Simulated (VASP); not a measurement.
# AlN (zincblende type) (F-43m) in VASP: further runs, part 2 of 2

VASP 6.6.1.

### Step 4. Relaxation of cell and atoms, PBE, target pressure 100 GPa, at which the enthalpy is minimised

This run uses another cell than the first one, of 7.35 Å³/atom.

Contents of INCAR:

```
ALGO = Normal
EDIFF = 1E-6
EDIFFG = -0.005
ENCUT = 600
GGA = PE
IBRION = 2
ISIF = 3
ISMEAR = -1
LASPH = True
LCHARG = False
LREAL = False
LWAVE = False
NELM = 100
NSW = 60
PREC = Accurate
PSTRESS = 1000.0
SIGMA = 0.05
```

Contents of KPOINTS:

```
k-points
0
Gamma
  17 17 17
```

Contents of POSCAR:

```
AlN
1.0
    0.0000000000      1.9440749723      1.9440749723
    1.9440749723      0.0000000000      1.9440749723
    1.9440749723      1.9440749723      0.0000000000
Al N
1 1
Direct
    0.0000000000      0.0000000000      0.0000000000
    0.2500000000      0.2500000000      0.2500000000
```

Potentials or basis: VASP PAW PBE potentials, release 64 (Al, N).

Run with:

```
> cat potpaw_PBE.64/Al/POTCAR potpaw_PBE.64/N/POTCAR > POTCAR
> mpirun -np 1 vasp_std > vasp.out
```

OUTCAR:

```text
EDIFF = 1E-6
   EDIFFG = -0.005
   ENCUT = 600
   GGA = PE
   IBRION = 2
   ISIF = 3
   ISMEAR = -1
   LASPH = True
   LREAL = False
   NELM = 100
   NSW = 60
   PREC = Accurate
   PSTRESS = 1000.0

 ion  position               nearest neighbor table
   1  0.000  0.000  0.000-   2 1.68   2 1.68   2 1.68   2 1.68
   2  0.250  0.250  0.250-   1 1.68   1 1.68   1 1.68   1 1.68

  LATTYP: Found a face centered cubic cell.
 ALAT       =     3.8881499446

  Lattice vectors:

 A1 = (   0.0000000000,   1.9440749723,   1.9440749723)
 A2 = (   1.9440749723,   0.0000000000,   1.9440749723)
 A3 = (   1.9440749723,   1.9440749723,   0.0000000000)

Analysis of symmetry for initial positions (statically):
=====================================================================
[... 191 lines left out ...]
      8      26.2203      0.00000
[... 362 lines left out ...]
  energy  without entropy=      -13.5855322619  energy(sigma->0) =      -13.58553226

  enthalpy is  TOTEN    =        -3.5828231992 eV   P V=       10.0027090628

[... ionic steps 4 to 13 ...]

--------------------------------------- Ionic step       14  -------------------------------------------

 number of electron       7.9999999 magnetization

------------------------ aborting loop because EDIFF is reached ----------------------------------------
[... 71 lines left out ...]
--------------------------------------- Ionic step       16  -------------------------------------------

 number of electron       7.9999999 magnetization

 Free energy of the ion-electron system (eV)
  ---------------------------------------------------
  ext. energy  EPLUGINS =         0.00000000
  ---------------------------------------------------
  free energy    TOTEN  =       -13.51524838 eV

  energy without entropy =      -13.51524838  energy(sigma->0) =      -13.51524838

 E-fermi :   9.8472     XC(G=0): -12.1682

 val. band max:        8.8251696496   @ k =  -0.0588   0.0588   0.0000
 cond. band min:      12.2875489767   @ k =   0.4706   0.4706   0.0000
 fundamental gap:      3.4623793271
 Fermi energy:         9.8472385071

 k-point     1 :       0.0000    0.0000    0.0000
  band No.  band energies     occupation
      1      -7.8843      2.00000
      2       8.8161      2.00000
      3       8.8161      2.00000
      4       8.8161      2.00000
      5      15.6312      0.00000
      6      24.2953      0.00000
      7      24.2953      0.00000
      8      24.2953      0.00000
[... 286 lines left out ...]
  energy  without entropy=      -13.5152483778  energy(sigma->0) =      -13.51524838

  enthalpy is  TOTEN    =        -3.5842437614 eV   P V=        9.9310046165

 reached required accuracy - stopping structural energy minimisation
```

CONTCAR:

```text
AlN
   1.00000000000000
    -0.0000000000000000    1.9962944077249607    1.9962944077249607
     1.9962944077249607   -0.0000000000000000    1.9962944077249607
     1.9962944077249607    1.9962944077249607   -0.0000000000000000
  Al              N
     1     1
Direct
     0.0000000000000000    0.0000000000000000    0.0000000000000000
     0.2500000000000000    0.2500000000000000    0.2500000000000000

  0.00000000E+00  0.00000000E+00  0.00000000E+00
  0.00000000E+00  0.00000000E+00  0.00000000E+00
```

It took 62 s on 1 thread of Intel Xeon Platinum 8259CL at 2.50GHz (Skylake/Cascade Lake), shared host; peak memory 0.16 GiB.

Results:

- Free energy: -13.5152 eV
- Relaxed volume: 7.96 Å³/atom
- Relaxed cell: a = 2.823 Å, b = 2.823 Å, c = 2.823 Å, α = 60.00°, β = 60.00°, γ = 60.00°
- Space group after relaxing (to 0.1 Å): F-43m (No. 216)
- Energy change on relaxing (the run minimises the enthalpy): -465.4 meV/atom
- Ionic steps: 16
- Pressure after relaxing: 99.9 GPa
- Band gap on the k mesh: 3.46 eV (least direct gap 5.49 eV)

Step by step:
| step | energy change (eV) | largest force (eV/Å) | pressure (GPa) | volume (Å³) |
| --- | --- | --- | --- | --- |
| 1 | 0.0000 | 0.0000 | 147.90 | 14.69 |
| 2 | -2.1930 | 0.0000 | 15.37 | 19.88 |
| 3 | -1.0011 | 0.0000 | 96.15 | 16.03 |
| 4 | -0.9338 | 0.0000 | 99.78 | 15.92 |
| 5 | -0.9182 | 0.0000 | 100.62 | 15.89 |
| 6 | -0.9187 | 0.0000 | 100.59 | 15.89 |
| 7 | -0.9203 | 0.0000 | 100.52 | 15.89 |
| 8 | -0.9203 | 0.0000 | 100.50 | 15.89 |
| 9 | -0.9203 | 0.0000 | 100.50 | 15.89 |
| 10 | -0.9204 | 0.0000 | 100.50 | 15.89 |
| 11 | -0.9206 | 0.0000 | 100.49 | 15.89 |
| 12 | -0.9209 | 0.0000 | 100.47 | 15.90 |
| 13 | -0.9216 | 0.0000 | 100.44 | 15.90 |
| 14 | -0.9229 | 0.0000 | 100.38 | 15.90 |
| 15 | -0.9255 | 0.0000 | 100.22 | 15.90 |
| 16 | -0.9308 | 0.0000 | 99.94 | 15.91 |

Final structure:
```
CELL_PARAMETERS angstrom
0.00000 1.99629 1.99629
1.99629 0.00000 1.99629
1.99629 1.99629 0.00000
ATOMIC_POSITIONS crystal
Al 0.00000 0.00000 0.00000
N 0.25000 0.25000 0.25000
```

Caveat: the cell is relaxed towards a set pressure, so the run minimises the enthalpy, not the energy; an odd mesh through Γ misses points on the zone boundary, where band edges can lie.

### Step 5. Relaxation of cell and atoms, PBE, target pressure 100 GPa, at which the enthalpy is minimised

Contents of INCAR:

```
PREC = Accurate
ENCUT = 600
EDIFF = 1E-6
ISMEAR = -1
SIGMA = 0.05
LREAL = F
LASPH = T
NELM = 60
ALGO = Normal
ISIF = 3
LWAVE = F
LCHARG = F
GGA = PE
IBRION = 2
NSW = 32
EDIFFG = -0.005
PSTRESS = 1000.0
```

Contents of KPOINTS:

```
Automatic mesh
0
Gamma
  17 17 17
```

Contents of POSCAR:

```
AlN
1.0
    0.0000000000      1.9953677549      1.9953677549
    1.9953677549      0.0000000000      1.9953677549
    1.9953677549      1.9953677549      0.0000000000
Al N
1 1
Direct
    0.0000000000      0.0000000000      0.0000000000
    0.2500000000      0.2500000000      0.2500000000
```

Run with:

```
> cat potpaw_PBE.64/Al/POTCAR potpaw_PBE.64/N/POTCAR > POTCAR
> mpirun -np 1 vasp_std > vasp.out
```

It took 23 s on 1 thread of Intel Xeon Platinum 8259CL at 2.50GHz (Skylake/Cascade Lake), shared host; peak memory 0.15 GiB.

The run converged. Its results:

- Free energy: -13.5145 eV
- Relaxed volume: 7.95 Å³/atom
- Relaxed cell: a = 2.823 Å, b = 2.823 Å, c = 2.823 Å, α = 60.00°, β = 60.00°, γ = 60.00°
- Space group after relaxing (to 0.1 Å): F-43m (No. 216)
- Energy change on relaxing (the run minimises the enthalpy): -5.8 meV/atom
- Ionic steps: 3
- Pressure after relaxing: 100.0 GPa
- Band gap on the k mesh: 3.46 eV (least direct gap 5.49 eV)

The path:
| step | energy change (eV) | largest force (eV/Å) | pressure (GPa) | volume (Å³) |
| --- | --- | --- | --- | --- |
| 1 | 0.0000 | 0.0000 | 100.63 | 15.89 |
| 2 | -0.0447 | 0.0000 | 98.23 | 15.96 |
| 3 | -0.0116 | 0.0000 | 100.01 | 15.91 |

Final structure:
```xyz
2
Lattice="0.0000 1.9961 1.9961 1.9961 0.0000 1.9961 1.9961 1.9961 0.0000" Properties=species:S:1:pos:R:3 pbc="T T T"
Al    0.0000    0.0000    0.0000
N     0.9981    0.9981    0.9981
```

Levels at points of the mesh, in eV from the valence-band top:
```tsv
k point	band 1	band 2	band 3	band 4	band 5	band 6	band 7	band 8
(0.00, 0.00, 0.00)	-16.71	-0.01	-0.01	-0.01	6.81	15.47	15.47	15.47
```

Caveat: the cell is relaxed towards a set pressure, so the run minimises the enthalpy, not the energy; an odd mesh through Γ misses points on the zone boundary, where band edges can lie.

### Step 6. Summary

```csv
task,cell,cutoff (eV),gap on the mesh (eV),pressure (GPa)
single point,"a = 2.822 Å, angles 60.0°, 2 atoms",520,3.46,100.6
relaxation of cell and atoms,"relaxed to 100 GPa from a = 2.749 Å, angles 60.0°, 2 atoms",600,3.46,99.9
relaxation of cell and atoms,"relaxed to 100 GPa from a = 2.822 Å, angles 60.0°, 2 atoms",600,3.46,100.0
```

Alike in all rows: level PBE; potentials or basis VASP PAW PBE potentials, release 64 (Al, N); no spin polarisation; k mesh 17 × 17 × 17; smearing fermi-dirac 0.05 eV.

Caveats: an odd mesh through Γ misses points on the zone boundary, where band edges can lie; the cell is relaxed towards a set pressure, so the run minimises the enthalpy, not the energy (at least some runs); the cell stands under pressure (at least some runs).

Total energies depend on the potentials used, so only differences within one code and one set of settings carry meaning.
